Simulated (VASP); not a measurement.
The system is LiH.

```
Li H
1.0
     0.00000    2.00355    2.00355
     2.00355    0.00000    2.00355
     2.00355    2.00355    0.00000
Li H
1 1
Direct
  0.00000 0.00000 0.00000
  0.50000 0.50000 0.50000
```

Program: VASP 6.6.1. Alike in all runs: task single point; potentials or basis VASP PAW PBE potentials, release 64 (Li_sv, H); no spin polarisation; cell as given; k mesh 8 × 8 × 8; cutoff (eV) 520; smearing gaussian 0.01 eV.

Problem. Order these runs on this cell by their band gap on the k mesh, lowest first.
A. level HSE06; grid for exact exchange (PRECFOCK) Normal; screening parameter 0.2079 1/Å
B. level r2SCAN
C. level PBE0; grid for exact exchange (PRECFOCK) Normal
D. level PBE

Solution. D (2.98 eV), B (3.58 eV), A (3.97 eV), C (4.67 eV).

A k mesh can miss the band edges.
